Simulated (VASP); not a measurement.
# Sb (P6/mmm) in VASP: further runs

The runs below take Sb through relaxation of cell and atoms, with PBE.

All numbers are computed with VASP 6.6.1; they aren't measurements. Logs are shortened: lines on timing, memory, paths and dates and some standing lists are left out, and cuts for length are marked.

## (1) The cell of the first run

Symmetry: P6/mmm, No. 191, hexagonal system. The conventional cell has a = 2.430 Å, b = 2.430 Å, c = 2.284 Å, α = 90.00°, β = 90.00°, γ = 120.00°. Within 3.0 Å of Sb (site symmetry 6/mmm) lie 8 Sb at 2.28 to 2.43 Å.

This isn't the form of Sb at room conditions, which is rhombohedral.

## (2) Relaxation of cell and atoms, PBE, target pressure 370 GPa, at which the enthalpy is minimised

Input file INCAR:

```
PREC = Accurate
ENCUT = 600
EDIFF = 1E-6
ISMEAR = -1
SIGMA = 0.1
LREAL = F
LASPH = T
NELM = 80
ALGO = Normal
ISIF = 3
LWAVE = F
LCHARG = F
GGA = PE
IBRION = 2
NSW = 60
EDIFFG = -0.005
PSTRESS = 3700.0
```

Input file KPOINTS:

```
Automatic mesh
0
Gamma
  18 18 16
```

Input file POSCAR:

```
Sb
1.0
    2.4301393516      0.0000000000      0.0000000000
   -1.2150696758      2.1045624132      0.0000000000
    0.0000000000      0.0000000000      2.2843309905
Sb
1
Direct
    0.0000000000      0.0000000000      0.0000000000
```

Potentials or basis: VASP PAW PBE potentials, release 64 (Sb).

On the command line:

```sh
$ cat potpaw_PBE.64/Sb/POTCAR > POTCAR
$ mpirun -np 1 vasp_std > vasp.out
```

OUTCAR:

```text
PREC = Accurate
   ENCUT = 600
   EDIFF = 1E-6
   ISMEAR = -1
   LREAL = F
   LASPH = T
   NELM = 80
   ISIF = 3
   GGA = PE
   IBRION = 2
   NSW = 60
   EDIFFG = -0.005
   PSTRESS = 3700.0

 ion  position               nearest neighbor table
   1  0.000  0.000  0.000-

  LATTYP: Found a hexagonal cell.
 ALAT       =     2.4301393516
 C/A-ratio  =     0.9400000000

  Lattice vectors:

 A1 = (   2.4301393516,   0.0000000000,   0.0000000000)
 A2 = (  -1.2150696758,   2.1045624132,   0.0000000000)
 A3 = (   0.0000000000,   0.0000000000,   2.2843309905)

Analysis of symmetry for initial positions (statically):
=====================================================================
 Subroutine PRICEL returns:
 Original cell was already a primitive cell.

 Routine SETGRP: Setting up the symmetry group for a
 hexagonal supercell.

 Subroutine GETGRP returns: Found 24 space group operations
 (whereof 24 operations were pure point group operations)
 out of a pool of 24 trial point group operations.

The static configuration has the point symmetry D_6h.

Analysis of symmetry for dynamics (positions and initial velocities):
=====================================================================
 Subroutine PRICEL returns:
 Original cell was already a primitive cell.

 Routine SETGRP: Setting up the symmetry group for a
 hexagonal supercell.

 Subroutine GETGRP returns: Found 24 space group operations
 (whereof 24 operations were pure point group operations)
 out of a pool of 24 trial point group operations.

The dynamic configuration has the point symmetry D_6h.

 Subroutine INISYM returns: Found 24 space group operations
 (whereof 24 operations are pure point group operations),
 and found     1 'primitive' translations

----------------------------------------------------------------------------------------

                                     Primitive cell

  volume of cell :      11.6829

  direct lattice vectors                    reciprocal lattice vectors
     2.430139352  0.000000000  0.000000000     0.411499036  0.237579079  0.000000000
    -1.215069676  2.104562413  0.000000000     0.000000000  0.475158158  0.000000000
     0.000000000  0.000000000  2.284330990     0.000000000  0.000000000  0.437764932

  length of vectors
     2.430139352  2.430139352  2.284330990     0.475158158  0.475158158  0.437764932

  position of ions in fractional coordinates (direct lattice)
     0.000000000  0.000000000  0.000000000

  ion indices of the primitive-cell ions
   primitive index   ion index
                 1           1

----------------------------------------------------------------------------------------

 KPOINTS: Automatic mesh

Automatic generation of k-mesh.
 Grid dimensions read from file:
 generate k-points for:   18   18   16

 Generating k-lattice:

  Cartesian coordinates                     Fractional coordinates (reciprocal lattice)
     0.022861058  0.013198838  0.000000000     0.055555556 -0.000000000  0.000000000
     0.000000000  0.026397675  0.000000000     0.000000000  0.055555556  0.000000000
     0.000000000  0.000000000  0.027360308     0.000000000  0.000000000  0.062500000

  Length of vectors
     0.026397675  0.026397675  0.027360308

  Shift w.r.t. Gamma in fractional coordinates (k-lattice)
     0.000000000  0.000000000  0.000000000

 Subroutine IBZKPT returns following result:
 ===========================================

 Found    333 irreducible k-points:

 Following reciprocal coordinates:
            Coordinates               Weight
  0.000000  0.000000  0.000000      1.000000
  0.055556  0.000000  0.000000      6.000000
  0.111111  0.000000  0.000000      6.000000
  0.166667  0.000000  0.000000      6.000000
  0.222222 -0.000000  0.000000      6.000000
  0.277778 -0.000000  0.000000      6.000000
[... 16 lines left out ...]
  0.333333  0.111111  0.000000     12.000000
  0.388889  0.111111  0.000000     12.000000
 [... further k-points ...]
   k-points           NKPTS =    333   k-points in BZ     NKDIM =    333   number of bands    NBANDS=      6
   number of dos      NEDOS =    301   number of ions     NIONS =      1
   total plane-waves  NPLWV =   7200
   dimension x,y,z NGX =    20 NGY =   20 NGZ =   18
   dimension x,y,z NGXF=    40 NGYF=   40 NGZF=   36
   ions per type =               1
   NGX,Y,Z   is equivalent  to a cutoff of  13.68, 13.68, 13.10 a.u.
   NGXF,Y,Z  is equivalent  to a cutoff of  27.36, 27.36, 26.20 a.u.
 SYSTEM =  unknown system
   PREC   = accura    normal or accurate (medium, high low for compatibility)
   ISTART =      0    job   : 0-new  1-cont  2-samecut
   ICHARG =      2    charge: 1-file 2-atom 10-const
   ISPIN  =      1    spin polarized calculation?
   LNONCOLLINEAR =      F non collinear calculations
   LSORBIT =      F    spin-orbit coupling
   LASPH  =      T    aspherical Exc in radial PAW
   ENCUT  =  600.0 eV  44.10 Ry    6.64 a.u.   4.85  4.85  4.56*2*pi/ulx,y,z
   NELM   =     80;   NELMIN=  2; NELMDL= -5     # of ELM steps
   EDIFF  = 0.1E-05   stopping-criterion for ELM
   LREAL  =      F    real-space projection
   EDIFFG = -.5E-02   stopping-criterion for IOM
   NSW    =     60    number of steps for IOM
   IBRION =      2    ionic relax: 0-MD 1-quasi-New 2-CG
   NFREE  =      1    steps in history (QN), initial steepest desc. (CG)
   ISIF   =      3    stress and relaxation
   ISYM   =      2    0-nonsym 1-usesym 2-fastsym
   POTIM  = 0.5000    time-step for ionic-motion
   TEBEG  =    0.0;   TEEND  =   0.0 temperature during run
   PSTRESS= 3700.0 pullay stress
   NELECT =       5.0000    total number of electrons
   NUPDOWN=      -1.0000    fix difference up-down
   EMIN   =  10.00;   EMAX   =-10.00  energy-range for DOS
   EFERMI =   0.00;   METHOD = LEGACY
   ISMEAR =    -1;   SIGMA  =   0.10  broadening in eV -4-tet -1-fermi 0-gaus
   EFERMI_NEDOS =   21; number of points for ismear=-14 and -15
   IALGO  =     38    algorithm
   IMIX   =      4    mixing-type and parameters
     AMIX     =   0.40;   BMIX     =  1.00
     AMIX_MAG =   1.60;   BMIX_MAG =  1.00
  volume/ion in A,a.u.               =      11.68        78.84
  Fermi-wavevector in a.u.,A,eV,Ry     =   1.233713  2.331380 20.708719  1.522048
  Thomas-Fermi vector in A             =   2.368432
   LORBIT       =      0    0 simple, 1 ext, 2 COOP (PROOUT), +10 PAW based schemes
   GGA     = PE    functional components
   LHFCALC =     F    Hartree Fock is set to
   AEXX    =    0.0000 exact exchange contribution
   IVDW    =     0    specifies the selected vdW correction
   LEPSILON=     F    determine dielectric tensor
   LRPA    =     F    only Hartree local field effects (RPA)
 conjugate gradient relaxation of ions
 non-spin polarized calculation
  energy-cutoff  :      600.00
  volume of cell :       11.68
 maximum number of plane-waves:       405
 NGX is ok and might be reduce to    20

--------------------------------------- Ionic step        1  -------------------------------------------

 number of electron       5.0000000 magnetization

 Free energy of the ion-electron system (eV)
  ---------------------------------------------------
  ext. energy  EPLUGINS =         0.00000000
  ---------------------------------------------------
  free energy    TOTEN  =         5.82117958 eV

  energy without entropy =        5.83314988  energy(sigma->0) =        5.82716473

------------------------ aborting loop because EDIFF is reached ----------------------------------------

  FORCE on cell =-STRESS in cart. coord.  units (eV):
  Direction    XX          YY          ZZ          XY          YZ          ZX
  --------------------------------------------------------------------------------------
  -------------------------------------------------------------------------------------
  Total       30.8357662     30.8357662     29.7059665      0.0000000      0.0000000     -0.0000000
  in kB     4228.7626174   4228.7626173   4073.8238812      0.0000000      0.0000000     -0.0000000
  external PRESSURE =     477.1163719 kB  Pullay stress =    3700.0000000 kB
[... 281 lines left out ...]
  enthalpy is  TOTEN    =        32.7378967137 eV   P V=       28.0697049120

--------------------------------------- Ionic step        9  -------------------------------------------

 number of electron       5.0000000 magnetization

 Free energy of the ion-electron system (eV)
  ---------------------------------------------------
  ext. energy  EPLUGINS =         0.00000000
  ---------------------------------------------------
  free energy    TOTEN  =         4.76941655 eV

  energy without entropy =        4.78183888  energy(sigma->0) =        4.77562772

 E-fermi :  24.7018     XC(G=0): -14.0500

 val. band max:       24.6839877147   @ k =   0.2778   0.1111   0.1250
 cond. band min:      24.7030983979   @ k =   0.4444  -0.0000   0.3125
 fundamental gap:      0.0191106832
 Fermi energy:        24.7018486410

 k-point     1 :       0.0000    0.0000    0.0000
  band No.  band energies     occupation
      1       1.1773      2.00000
      2      29.6030      0.00000
      3      32.2300      0.00000
      4      33.7630      0.00000
      5      34.2896      0.00000
      6      34.2896      0.00000

 k-point     2 :       0.0556    0.0000    0.0000
  band No.  band energies     occupation
      1       1.2930      2.00000
      2      29.7534      0.00000
      3      31.6825      0.00000
      4      33.0895      0.00000
      5      33.5691      0.00000
      6      34.1098      0.00000
[... 190 lines left out ...]
 k-point    24 :       0.3889    0.1111    0.0000
  band No.  band energies     occupation
      1       9.1683      2.00000
      2      13.5316      2.00000
      3      23.1635      2.00000
      4      34.2193      0.00000
      5      35.5788      0.00000
      6      37.3740      0.00000

 [... further k-points ...]
[... 5 lines left out ...]
  --------------------------------------------------------------------------------------
  -------------------------------------------------------------------------------------
  Total       27.9699656     27.9699656     27.9702699      0.0000000     -0.0000000     -0.0000000
  in kB     3700.2821733   3700.2821731   3700.3224324      0.0000000     -0.0000000     -0.0000000
  external PRESSURE =       0.2955930 kB  Pullay stress =    3700.0000000 kB
[... 16 lines left out ...]
  FREE ENERGIE OF THE ION-ELECTRON SYSTEM (eV)
  ---------------------------------------------------
  free  energy   TOTEN  =         4.7694165545 eV

  energy  without entropy=        4.7818388777  energy(sigma->0) =        4.77562772

  enthalpy is  TOTEN    =        32.7372492479 eV   P V=       27.9678326934

 reached required accuracy - stopping structural energy minimisation
```

Run time: 69 s. Hardware: 1 thread of Intel Xeon Platinum 8375C at 2.90GHz (Ice Lake), shared host; peak memory 0.15 GiB.

Results:

| Item | Value |
| --- | --- |
| Free energy | 4.7694 eV |
| Relaxed volume | 12.11 Å³/atom |
| Relaxed cell | a = 2.464 Å, b = 2.464 Å, c = 2.304 Å, α = 90.00°, β = 90.00°, γ = 120.00° |
| Space group after relaxing (to 0.1 Å) | P6/mmm (No. 191) |
| Energy change on relaxing (the run minimises the enthalpy) | -1051.8 meV/atom |
| Ionic steps | 9 |
| Pressure after relaxing | 370.0 GPa |
| Band gap on the k mesh | zero (an odd number of electrons rules out a gap without spin polarisation) |

Step by step:
```csv
step,energy change (eV),largest force (eV/Å),pressure (GPa),volume (Å³)
1,0.0000,0.0000,417.71,11.68
2,-8.2024,0.0000,72.53,18.59
3,-1.3772,0.0000,355.55,12.25
4,-1.0670,0.0000,369.40,12.12
5,-1.0467,0.0000,370.27,12.11
6,-0.9988,0.0000,371.98,12.09
7,-1.0401,0.0000,370.55,12.11
8,-1.1530,0.0000,365.50,12.15
9,-1.0518,0.0000,370.03,12.11
```

Final structure:
```
CELL_PARAMETERS angstrom
2.46383 0.00000 0.00000
-1.23191 2.13374 0.00000
0.00000 0.00000 2.30365
ATOMIC_POSITIONS crystal
Sb 0.00000 0.00000 0.00000
```

Caveat: the cell is relaxed towards a set pressure, so the run minimises the enthalpy, not the energy; spin-orbit coupling is left out, which moves the levels of the heavy elements.

## (3) Relaxation of cell and atoms, PBE, target pressure 370 GPa, at which the enthalpy is minimised

This run uses another cell than the first one, of 12.02 Å³/atom.

Input file INCAR:

```
PREC     = Accurate       # precision mode
ENCUT    = 600            # plane-wave cutoff, eV
EDIFF    = 1E-7           # SCF threshold, eV
ISMEAR   = -1             # smearing method
SIGMA    = 0.1            # smearing width, eV
LREAL    = False          # projectors in reciprocal space
LASPH    = True           # aspherical terms in the spheres
NELM     = 80             # most SCF steps
ALGO     = Normal         # electronic algorithm
ISIF     = 3              # what is computed and relaxed
LWAVE    = False          # write WAVECAR
LCHARG   = False          # write CHGCAR
GGA      = PE             # functional
IBRION   = 2              # ionic algorithm
NSW      = 32             # ionic steps
EDIFFG   = -0.005         # ionic threshold
PSTRESS  = 3700.0
```

KPOINTS is that of step 2.

Input file POSCAR:

```
Sb
1.0
    2.4550816757      0.0000000000      0.0000000000
   -1.2275408378      2.1261630995      0.0000000000
    0.0000000000      0.0000000000      2.3018721286
Sb
1
Direct
    0.0000000000      0.0000000000      0.0000000000
```

Potentials or basis: VASP PAW PBE potentials, release 64 (Sb).

On the command line:

```sh
$ cat potpaw_PBE.64/Sb/POTCAR > POTCAR
$ mpirun -np 1 vasp_std > vasp.out
```

It took 1.8 min on 1 thread of Intel Xeon Platinum 8375C at 2.90GHz (Ice Lake), shared host; peak memory 0.15 GiB.

Results (log left out):

```
Free energy                                                : 4.7687 eV
Relaxed volume                                             : 12.11 Å³/atom
Relaxed cell                                               : a = 2.464 Å, b = 2.464 Å, c = 2.304 Å, α = 90.00°, β = 90.00°, γ = 120.00°
Space group after relaxing (to 0.1 Å)                      : P6/mmm (No. 191)
Energy change on relaxing (the run minimises the enthalpy) : -223.7 meV/atom
Ionic steps                                                : 6
Pressure after relaxing                                    : 370.0 GPa
Band gap on the k mesh                                     : zero (an odd number of electrons rules out a gap without spin polarisation)
```

Step by step:
| step | energy change (eV) | largest force (eV/Å) | pressure (GPa) | volume (Å³) |
| --- | --- | --- | --- | --- |
| 1 | 0.0000 | 0.0000 | 380.12 | 12.02 |
| 2 | -2.6767 | 0.0000 | 261.95 | 13.38 |
| 3 | -0.2474 | 0.0000 | 368.97 | 12.12 |
| 4 | -0.2316 | 0.0000 | 369.69 | 12.11 |
| 5 | -0.1758 | 0.0000 | 371.88 | 12.09 |
| 6 | -0.2237 | 0.0000 | 370.00 | 12.11 |

Final structure:
```
Sb
1.0
     2.46385    0.00000    0.00000
    -1.23192    2.13375    0.00000
     0.00000    0.00000    2.30367
Sb
1
Direct
  0.00000 0.00000 0.00000
```

Levels at points of the mesh, in eV from the Fermi level:
| k point | band 1 | band 2 | band 3 | band 4 | band 5 |
| --- | --- | --- | --- | --- | --- |
| (0.00, 0.00, 0.00) | -23.52 | 4.90 | 7.53 | 9.06 | 9.59 |
| (0.50, 0.00, 0.00) | -14.18 | -13.46 | 1.24 | 6.87 | 10.62 |
| (0.00, 0.00, 0.50) | -15.63 | -14.73 | 11.01 | 12.69 | 14.95 |
| (0.50, 0.00, 0.50) | -8.79 | -7.85 | -4.18 | -1.36 | 7.60 |

Caveat: the cell is relaxed towards a set pressure, so the run minimises the enthalpy, not the energy; spin-orbit coupling is left out, which moves the levels of the heavy elements.

## (4) Relaxation of cell and atoms, PBE, target pressure 370 GPa, at which the enthalpy is minimised

This run uses another cell than the first one: it holds 3 atoms, not 1.

INCAR: that of step 3 with these lines changed.

```diff
@@ -14,3 +14,3 @@
 IBRION   = 2              # ionic algorithm
-NSW      = 32             # ionic steps
+NSW      = 60             # ionic steps
 EDIFFG   = -0.005         # ionic threshold
```

Input file KPOINTS:

```
Automatic mesh
0
Gamma
  9 9 12
```

Input file POSCAR:

```
Sb
1.0
    4.0169043577      0.0000000000      0.0000000000
   -2.0084521788      3.4787412184      0.0000000000
    0.0000000000      0.0000000000      2.4904807018
Sb
3
Direct
    0.0000000000      0.0000000000      0.0000000000
    0.3333333333      0.6666666667      0.5000000000
    0.6666666667      0.3333333333      0.5000000000
```

On the command line:

```sh
$ cat potpaw_PBE.64/Sb/POTCAR > POTCAR
$ mpirun -np 1 vasp_std > vasp.out
```

It took 5.7 min on 1 thread of Intel Xeon Platinum 8375C at 2.90GHz (Ice Lake), shared host; peak memory 0.19 GiB.

The run converged. Its results:

```
Free energy                                                : 12.6583 eV
Relaxed volume                                             : 11.75 Å³/atom
Relaxed cell                                               : a = 4.095 Å, b = 4.095 Å, c = 2.426 Å, α = 90.00°, β = 90.00°, γ = 120.00°
Space group after relaxing (to 0.1 Å)                      : P6/mmm (No. 191)
Energy change on relaxing (the run minimises the enthalpy) : -392.7 meV/atom
Ionic steps                                                : 16
Pressure after relaxing                                    : 370.0 GPa
```

Step by step:
```csv
step,energy change (eV),largest force (eV/Å),pressure (GPa),volume (Å³)
1,0.0000,0.0000,387.26,34.80
2,-10.6444,0.0000,215.49,41.17
3,-2.2527,0.0000,352.17,35.73
4,-2.0185,0.0000,355.81,35.63
5,4.7435,0.0000,452.94,33.47
6,-1.4532,0.0000,365.47,35.36
7,-1.2796,0.0000,368.36,35.28
8,-1.2023,0.0000,369.64,35.25
9,-1.2202,0.0000,369.34,35.25
10,-0.9441,0.0000,373.75,35.14
11,-1.1955,0.0000,369.74,35.24
12,-1.1045,0.0000,371.22,35.20
13,-1.1697,0.0000,370.16,35.23
14,-1.1720,0.0000,370.12,35.23
15,-1.2021,0.0000,369.64,35.25
16,-1.1780,0.0000,370.02,35.24
```

Final structure:
```yaml
crystal:
  lattice:
    - [4.09492, 0.00000, 0.00000]
    - [-2.04746, 3.54630, 0.00000]
    - [0.00000, 0.00000, 2.42639]
  atoms:
    - { symbol: Sb, position: [0.00000, 0.00000, 0.00000] }
    - { symbol: Sb, position: [0.33333, 0.66667, 0.50000] }
    - { symbol: Sb, position: [0.66667, 0.33333, 0.50000] }
```

Levels at points of the mesh, in eV from the Fermi level:
```
           k point  band 5  band 6  band 7  band 8  band 9  band 10  band 11
(0.00, 0.00, 0.00)   -9.68   -9.51   -9.47    1.87    7.57     9.37    10.73
(0.00, 0.00, 0.50)   -5.27   -4.46   -3.32   -3.32   -1.73    -1.20    -1.20
```

Caveat: the cell is relaxed towards a set pressure, so the run minimises the enthalpy, not the energy; the highest band is partly filled, so the run has too few bands; spin-orbit coupling is left out, which moves the levels of the heavy elements.

[end of part 1 of 2]
